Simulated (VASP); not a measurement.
# Al5Ag19 in VASP: further runs

Runs on Al5Ag19. Level: PBE. Tasks: single point.

Everything below comes from runs of VASP 6.6.1. Logs are shortened: lines on timing, memory, paths and dates and some standing lists are left out, and cuts for length are marked.

## 1. The cell of the first run

The cell holds a disordered packing, 24 atoms: a = 7.434 Å, b = 7.557 Å, c = 7.676 Å, α = 93.73°, β = 91.29°, γ = 93.95°.

## 2. Single point, PBE

Contents of INCAR:

```
SYSTEM = Al5Ag19
  ALGO = Normal
  EDIFF = 1E-6
  ENCUT = 400
  GGA = PE
  GGA_COMPAT = .FALSE.
  ISIF = 2
  ISMEAR = -1
  LASPH = .TRUE.
  LCHARG = .FALSE.
  LREAL = .FALSE.
  LWAVE = .FALSE.
  NBANDS = 130
  NELM = 120
  PREC = Accurate
  SIGMA = 0.1465
```

Contents of KPOINTS:

```
k-points
0
G
  3 3 3
  0 0 0
```

Contents of POSCAR:

```
Al5Ag19
1.0
    7.4289630000     -0.2599610000     -0.0894670000
   -0.2599610000      7.5485870000     -0.2493150000
   -0.0894670000     -0.2493150000      7.6709390000
Ag Al
19 5
Direct
    0.5755303385      0.2264462000      0.1422033238
    0.9388658097      0.8480141947      0.4642946811
    0.5181820111      0.9571497174      0.9764706939
    0.0031097099      0.2106312595      0.6218526256
    0.1857650799      0.5910672565      0.5357307360
    0.3032999039      0.4973613209      0.1832971637
    0.6342933812      0.7114041726      0.2794545055
    0.5079975534      0.7186052849      0.6781710931
    0.8058896041      0.9701526288      0.8152471029
    0.2789254546      0.8543157594      0.2652662613
    0.6567512291      0.1045351524      0.4568659128
    0.5765242410      0.2618387661      0.7949814734
    0.1448956433      0.1157328966      0.0122718096
    0.2950097827      0.9646046408      0.6691739229
    0.8728949427      0.9927382740      0.1982571908
    0.1650361579      0.7587829732      0.9068041907
    0.7987116265      0.4530492837      0.4142719092
    0.8804332905      0.5896152979      0.0484519347
    0.3805253807      0.2859561572      0.4796833021
    0.5231067264      0.5945590005      0.9735153568
    0.8625488178      0.2705842787      0.9867993856
    0.0386781862      0.3014904019      0.2738611315
    0.8467063492      0.5843463137      0.7156733864
    0.2342714463      0.4152249199      0.7990701635
```

Potentials or basis: VASP PAW PBE potentials, release 64 (Ag, Al).

Started as:

```console
$ cat potpaw_PBE.64/Ag/POTCAR potpaw_PBE.64/Al/POTCAR > POTCAR
$ mpirun -np 1 vasp_std > vasp.out
```

OUTCAR:

```text
SYSTEM = Al5Ag19
   EDIFF = 1E-6
   ENCUT = 400
   GGA = PE
   ISIF = 2
   ISMEAR = -1
   LASPH = .TRUE.
   LREAL = .FALSE.
   NELM = 120
   PREC = Accurate

 ion  position               nearest neighbor table
   1  0.576  0.226  0.142-   3 2.34  21 2.48  12 2.70  11 2.71  15 2.96   6 2.98  17 3.01  19 3.02
                            20 3.19  13 3.36  18 3.56   9 3.61
   2  0.939  0.848  0.464-  15 2.43   7 2.75   5 2.83  23 2.92   4 2.93  11 2.95  10 2.98   9 3.00
                            17 3.09  14 3.09
   3  0.518  0.957  0.976-   1 2.34   9 2.49  20 2.74  12 2.78   8 2.82  14 2.86  16 2.95  10 2.98
                            15 3.09  13 3.11   7 3.21  21 3.36
   4  0.003  0.211  0.622-  24 2.54   9 2.78  22 2.81  11 2.88   2 2.93  17 2.98  14 2.98  21 3.03
                            19 3.06  23 3.17   5 3.21  13 3.29  12 3.50
   5  0.186  0.591  0.536-  24 2.52   8 2.70  19 2.82   2 2.83  23 2.90   6 2.92  14 2.99  22 3.00
                            10 3.03  16 3.05  17 3.09   4 3.21
   6  0.303  0.497  0.183-  20 2.43  22 2.52  10 2.75   7 2.90   5 2.92  19 2.93   1 2.98  24 3.00
                            16 3.19  13 3.22  18 3.42
   7  0.634  0.711  0.279-  20 2.55  17 2.63  18 2.74   2 2.75  15 2.79   6 2.90  10 2.92  11 3.18
                             3 3.21   8 3.22
   8  0.508  0.719  0.678-  20 2.51  14 2.53   5 2.70  23 2.79   3 2.82   9 2.95  16 3.15  24 3.16
                             7 3.22  19 3.57  11 3.59
   9  0.806  0.970  0.815-   3 2.49  21 2.55   4 2.78  12 2.89   8 2.95  15 2.96   2 3.00  23 3.00
[... 17 lines left out ...]
  18  0.880  0.590  0.048-  21 2.42  23 2.56  16 2.68  20 2.71   7 2.74  17 3.11  22 3.14  15 3.19
                             6 3.42   9 3.55   1 3.56
  19  0.381  0.286  0.480-  11 2.55  12 2.82   5 2.82  24 2.85   6 2.93  14 2.95  22 2.98   1 3.02
                             4 3.06  17 3.34   8 3.57  10 3.58
  20  0.523  0.595  0.974-   6 2.43   8 2.51   7 2.55  18 2.71  24 2.73   3 2.74  12 2.84  16 3.06
                            23 3.15   1 3.19
  21  0.863  0.271  0.987-  18 2.42   1 2.48  13 2.48  22 2.53  12 2.55   9 2.55  15 2.74   4 3.03
                            23 3.26  24 3.30   3 3.36
  22  0.039  0.301  0.274-  17 2.42   6 2.52  21 2.53  13 2.55  15 2.59   4 2.81  19 2.98   5 3.00
                            18 3.14  11 3.48
  23  0.847  0.584  0.716-  17 2.47  18 2.56   8 2.79   5 2.90   2 2.92  16 2.94   9 3.00  12 3.15
                            20 3.15   4 3.17  21 3.26  24 3.30
  24  0.234  0.415  0.799-   5 2.52   4 2.54  20 2.73  16 2.76  19 2.85  12 2.87  13 2.93   6 3.00
                             8 3.16  23 3.30  21 3.30

  LATTYP: Found a triclinic cell.
 ALAT       =     7.4340483803
 B/A-ratio  =     1.4534649302
 C/A-ratio  =     1.0165626097
 COS(alpha) =     0.0012255671
 COS(beta)  =     0.0689078892
 COS(gamma) =     0.7040225144

  Lattice vectors:

 A1 = (  -7.4289630000,   0.2599610000,   0.0894670000)
 A2 = (  -7.5184300000,   0.0106460000,   7.7604060000)
 A3 = (  -0.2599610000,   7.5485870000,  -0.2493150000)

Analysis of symmetry for initial positions (statically):
=====================================================================
 Subroutine PRICEL returns:
 Original cell was already a primitive cell.

 Routine SETGRP: Setting up the symmetry group for a
 triclinic supercell.

 Subroutine GETGRP returns: Found  1 space group operations
 (whereof  1 operations were pure point group operations)
 out of a pool of  2 trial point group operations.

The static configuration has the point symmetry C_1 .

Analysis of symmetry for dynamics (positions and initial velocities):
=====================================================================
 Subroutine PRICEL returns:
 Original cell was already a primitive cell.

 Routine SETGRP: Setting up the symmetry group for a
 triclinic supercell.

 Subroutine GETGRP returns: Found  1 space group operations
 (whereof  1 operations were pure point group operations)
 out of a pool of  2 trial point group operations.

The dynamic configuration has the point symmetry C_1 .

 Subroutine INISYM returns: Found  1 space group operations
 (whereof  1 operations are pure point group operations),
 and found     1 'primitive' translations

----------------------------------------------------------------------------------------

                                     Primitive cell

  volume of cell :     429.1201

  direct lattice vectors                    reciprocal lattice vectors
     7.428963000 -0.259961000 -0.089467000     0.134793494  0.004699036  0.001724836
    -0.259961000  7.548587000 -0.249315000     0.004699036  0.132781296  0.004370362
[... 70 lines left out ...]
     0.001566345  0.044260432  0.001456787     0.000000000  0.333333333  0.000000000
     0.000574945  0.001456787  0.043508099    -0.000000000  0.000000000  0.333333333

  Length of vectors
     0.044962135  0.044312092  0.043536277

  Shift w.r.t. Gamma in fractional coordinates (k-lattice)
     0.000000000  0.000000000  0.000000000

 Subroutine IBZKPT returns following result:
 ===========================================

 Found     14 irreducible k-points:

 Following reciprocal coordinates:
            Coordinates               Weight
  0.000000  0.000000  0.000000      1.000000
  0.333333  0.000000 -0.000000      2.000000
  0.000000  0.333333  0.000000      2.000000
  0.333333  0.333333 -0.000000      2.000000
 -0.333333  0.333333  0.000000      2.000000
  0.000000 -0.000000  0.333333      2.000000
  0.333333  0.000000  0.333333      2.000000
 -0.333333 -0.000000  0.333333      2.000000
  0.000000  0.333333  0.333333      2.000000
  0.333333  0.333333  0.333333      2.000000
 -0.333333  0.333333  0.333333      2.000000
 -0.000000 -0.333333  0.333333      2.000000
  0.333333 -0.333333  0.333333      2.000000
 -0.333333 -0.333333  0.333333      2.000000
   k-points           NKPTS =     14   k-points in BZ     NKDIM =     14   number of bands    NBANDS=    130
   number of dos      NEDOS =    301   number of ions     NIONS =     24
   total plane-waves  NPLWV = 120000
   dimension x,y,z NGX =    48 NGY =   50 NGZ =   50
   dimension x,y,z NGXF=    96 NGYF=  100 NGZF=  100
   ions per type =              19   5
   NGX,Y,Z   is equivalent  to a cutoff of  10.73, 11.00, 10.83 a.u.
   NGXF,Y,Z  is equivalent  to a cutoff of  21.47, 22.00, 21.66 a.u.
 SYSTEM =  Al5Ag19
   PREC   = accura    normal or accurate (medium, high low for compatibility)
   ISTART =      0    job   : 0-new  1-cont  2-samecut
   ICHARG =      2    charge: 1-file 2-atom 10-const
   ISPIN  =      1    spin polarized calculation?
   LNONCOLLINEAR =      F non collinear calculations
   LSORBIT =      F    spin-orbit coupling
   LASPH  =      T    aspherical Exc in radial PAW
   ENCUT  =  400.0 eV  29.40 Ry    5.42 a.u.  12.12 12.32 12.52*2*pi/ulx,y,z
   NELM   =    120;   NELMIN=  2; NELMDL= -5     # of ELM steps
   EDIFF  = 0.1E-05   stopping-criterion for ELM
   LREAL  =      F    real-space projection
   EDIFFG = 0.1E-04   stopping-criterion for IOM
   NSW    =      0    number of steps for IOM
   IBRION =     -1    ionic relax: 0-MD 1-quasi-New 2-CG
   NFREE  =      0    steps in history (QN), initial steepest desc. (CG)
   ISIF   =      2    stress and relaxation
   ISYM   =      2    0-nonsym 1-usesym 2-fastsym
   POTIM  = 0.5000    time-step for ionic-motion
   TEBEG  =    0.0;   TEEND  =   0.0 temperature during run
   PSTRESS=    0.0 pullay stress
   NELECT =     224.0000    total number of electrons
   NUPDOWN=      -1.0000    fix difference up-down
   EMIN   =  10.00;   EMAX   =-10.00  energy-range for DOS
   EFERMI =   0.00;   METHOD = LEGACY
   ISMEAR =    -1;   SIGMA  =   0.15  broadening in eV -4-tet -1-fermi 0-gaus
   EFERMI_NEDOS =   21; number of points for ismear=-14 and -15
   IALGO  =     38    algorithm
   IMIX   =      4    mixing-type and parameters
     AMIX     =   0.40;   BMIX     =  1.00
     AMIX_MAG =   1.60;   BMIX_MAG =  1.00
  volume/ion in A,a.u.               =      17.88       120.66
  Fermi-wavevector in a.u.,A,eV,Ry     =   1.318149  2.490941 23.640358  1.737517
  Thomas-Fermi vector in A             =   2.448140
   LORBIT       =      0    0 simple, 1 ext, 2 COOP (PROOUT), +10 PAW based schemes
   GGA     = PE    functional components
   LHFCALC =     F    Hartree Fock is set to
   AEXX    =    0.0000 exact exchange contribution
   IVDW    =     0    specifies the selected vdW correction
   LEPSILON=     F    determine dielectric tensor
   LRPA    =     F    only Hartree local field effects (RPA)
 non-spin polarized calculation
  energy-cutoff  :      400.00
  volume of cell :      429.12
 maximum number of plane-waves:      7816
   NGX = 25   NGY = 25   NGZ = 25

 number of electron     224.0000019 magnetization

 Free energy of the ion-electron system (eV)
  ---------------------------------------------------
  ext. energy  EPLUGINS =         0.00000000
  ---------------------------------------------------
  free energy    TOTEN  =       -65.76286686 eV

  energy without entropy =      -65.27501778  energy(sigma->0) =      -65.51894232

 E-fermi :   7.9041     XC(G=0): -11.4416

 val. band max:        7.8811319812   @ k =   0.3333   0.3333  -0.0000
 cond. band min:       7.9154706800   @ k =  -0.0000  -0.3333   0.3333
 fundamental gap:      0.0343386988
 Fermi energy:         7.9041403265

 k-point     1 :       0.0000    0.0000    0.0000
  band No.  band energies     occupation
      1      -1.2363      2.00000
      2       0.0345      2.00000
      3       0.6532      2.00000
      4       0.7886      2.00000
      5       0.9084      2.00000
      6       1.1831      2.00000
[... 1767 lines left out ...]
    123      10.4994      0.00000
    124      10.8327      0.00000
 [bands above 124 left out]

------------------------ aborting loop because EDIFF is reached ----------------------------------------

  FORCE on cell =-STRESS in cart. coord.  units (eV):
  Direction    XX          YY          ZZ          XY          YZ          ZX
  --------------------------------------------------------------------------------------
  -------------------------------------------------------------------------------------
  Total       15.1014430     18.6229449     19.0825147     -1.3102266      1.3057162     -2.0949149
  in kB       56.3832641     69.5312637     71.2471293     -4.8919070      4.8750668     -7.8216460
  external PRESSURE =      65.7205523 kB  Pullay stress =       0.0000000 kB

 VOLUME and BASIS-vectors are now :
 -----------------------------------------------------------------------------
  energy-cutoff  :      400.00
  volume of cell :      429.12
      direct lattice vectors                 reciprocal lattice vectors
     7.428963000 -0.259961000 -0.089467000     0.134793494  0.004699036  0.001724836
    -0.259961000  7.548587000 -0.249315000     0.004699036  0.132781296  0.004370362
    -0.089467000 -0.249315000  7.670939000     0.001724836  0.004370362  0.130524296

 POSITION                                       TOTAL-FORCE (eV/Angst)
 -----------------------------------------------------------------------------------
      4.20400      1.52428      0.98289        -0.540335      3.345712      2.540946
      6.71281      6.04148      3.26616         0.714750     -1.046268      2.305219
      3.51337      6.84697      7.20546        -2.060823     -3.315512     -0.350877
     -0.08729      1.43412      4.71740         0.014802      0.054364     -0.283074
      1.17846      4.27987      3.94558        -0.767456      0.094238     -0.776196
      2.10751      3.62983      1.25493        -0.303906     -0.377658      0.222110
[... 16 lines left out ...]
      6.07421      4.01245      5.26845         0.131644      0.409744      0.451477
      1.56096      2.87424      6.00514         0.334667     -0.375746      0.804072
 -----------------------------------------------------------------------------------
    total drift:                               -0.000845     -0.000138     -0.000467

  FREE ENERGIE OF THE ION-ELECTRON SYSTEM (eV)
  ---------------------------------------------------
  free  energy   TOTEN  =       -65.7628668609 eV

  energy  without entropy=      -65.2750177793  energy(sigma->0) =      -65.51894232
```

Run time: 5.6 min. Hardware: 1 thread of Intel Xeon 6975P-C (Granite Rapids), shared host; peak memory 0.54 GiB.

What came out:

```yaml
Free_energy: -65.7629 eV
Pressure: 6.6 GPa
Largest_force: 4.236 eV/Å
Band_gap_on_the_k_mesh: zero (bands 112 and 113 overlap by 0.82 eV)
```

Forces on the atoms (eV/Å):
```
Ag  -0.540  3.346  2.541
Ag   0.715 -1.046  2.305
Ag  -2.061 -3.316 -0.351
Ag   0.015  0.054 -0.283
Ag  -0.767  0.094 -0.776
Ag  -0.304 -0.378  0.222
Ag  -1.180  0.708  0.365
Ag   1.521 -1.011 -0.793
Ag   1.476 -0.935 -1.163
Ag  -0.084  0.622  0.322
Ag   0.507 -1.309  0.718
Ag  -0.387  0.621 -0.983
Ag   1.732  0.016 -0.800
Ag  -0.798  1.759 -1.018
Ag  -0.514  0.248 -1.847
Ag   0.011 -0.562  0.080
Ag  -0.636 -0.037  0.089
Ag   0.163  0.752  0.879
Ag  -1.111  0.602 -0.276
Al   0.692  0.057 -0.527
Al   0.110 -0.049 -1.207
Al   0.977 -0.271  1.246
Al   0.132  0.410  0.451
Al   0.335 -0.376  0.804
```

Stress tensor (GPa, compression positive):
```
 5.64 -0.49 -0.78
-0.49  6.95  0.49
-0.78  0.49  7.12
```

Caveat: the atoms stand as in a frame of molecular dynamics.

## 3. Single point, PBE

Contents of INCAR:

```
PREC = Accurate ; ENCUT = 400
EDIFF = 1E-6 ; ISMEAR = -1
SIGMA = 0.1051 ; LREAL = F
LASPH = T ; NELM = 120
ALGO = Normal ; ISIF = 2
LWAVE = F ; LCHARG = F
GGA = PE ; NBANDS = 130
GGA_COMPAT = F
```

Contents of KPOINTS:

```
Automatic mesh
0
Gamma
  3 3 3
```

Contents of POSCAR:

```
Al5Ag19
1.0
    7.4289630000     -0.2599610000     -0.0894670000
   -0.2599610000      7.5485870000     -0.2493150000
   -0.0894670000     -0.2493150000      7.6709390000
Ag Al
19 5
Direct
    0.5339364812      0.2824230608      0.1730829455
    0.9341349173      0.8119467510      0.4735241808
    0.4894340046      0.9668427594      0.9723436395
    0.0159003862      0.2093293294      0.5769215852
    0.2075175741      0.6008347615      0.5526104052
    0.2737938582      0.5125344692      0.2069448704
    0.6294200570      0.7697369370      0.2569889713
    0.5525629844      0.6892980658      0.6578034165
    0.8294308695      0.9544395797      0.8184347397
    0.2385009012      0.8794949309      0.2691334702
    0.6837010876      0.0867040023      0.4338007997
    0.5571011420      0.2661871922      0.7745553203
    0.1825290148      0.1115749364      0.9923179062
    0.2893508470      0.9862813112      0.6665082722
    0.8763963286      0.9973843239      0.1755035938
    0.2066954012      0.7256745755      0.9162616117
    0.7656576329      0.4614012530      0.3932244132
    0.8642074780      0.6000713888      0.0649479851
    0.3885790489      0.2723791263      0.4773921224
    0.5018924763      0.5889008877      0.9744260851
    0.8307035390      0.2730527264      0.0307404313
    0.0929486422      0.2532899699      0.2668595388
    0.9205445756      0.5540196951      0.7359170073
    0.2353623845      0.4046484893      0.7798682067
```

Potentials or basis: VASP PAW PBE potentials, release 64 (Ag, Al).

Started as:

```console
$ cat potpaw_PBE.64/Ag/POTCAR potpaw_PBE.64/Al/POTCAR > POTCAR
$ mpirun -np 1 vasp_std > vasp.out
```

Wall time 5.4 min (1 thread of Intel Xeon 6975P-C (Granite Rapids), shared host); peak memory 0.55 GiB.

Results (log left out):

* Free energy: -66.2357 eV
* Pressure: 5.9 GPa
* Largest force: 2.431 eV/Å
* Band gap on the k mesh: zero (bands 112 and 113 overlap by 0.90 eV)

Forces on the atoms (eV/Å):
```
Ag  -0.481 -0.315 -1.250
Ag  -0.032  0.069  0.668
Ag   1.544 -0.696  0.334
Ag  -0.615 -0.144  0.689
Ag  -0.297  0.833 -1.471
Ag  -0.009  1.178 -0.169
Ag  -2.121 -1.012  0.622
Ag   0.835  0.149 -0.213
Ag   0.190 -0.128 -0.545
Ag   0.325  0.294  0.369
Ag  -0.655  0.213  1.551
Ag   1.093  0.183  0.820
Ag  -0.637  0.474 -0.913
Ag  -0.124 -0.625 -0.696
Ag   1.090 -0.679 -0.868
Ag  -0.995  0.374 -0.067
Ag   0.658  0.162  0.939
Ag   0.617  0.626 -0.081
Ag  -0.962  0.583 -0.309
Al   1.199 -0.085 -0.177
Al   0.208 -0.036 -1.348
Al  -0.189 -0.075  1.163
Al  -1.223  0.104 -0.374
Al   0.580 -1.449  1.325
```

Stress tensor (GPa, compression positive):
```
 6.01  0.53 -0.62
 0.53  4.82  0.02
-0.62  0.02  6.77
```

Levels at points of the mesh, in eV from the Fermi level:
| k point | band 108 | band 109 | band 110 | band 111 | band 112 | band 113 | band 114 | band 115 | band 116 | band 117 |
| --- | --- | --- | --- | --- | --- | --- | --- | --- | --- | --- |
| (0.00, 0.00, 0.00) | -1.40 | -1.31 | -1.18 | -0.93 | -0.88 | -0.69 | -0.21 | 0.15 | 0.47 | 1.04 |

Caveat: the atoms stand as in a frame of molecular dynamics.
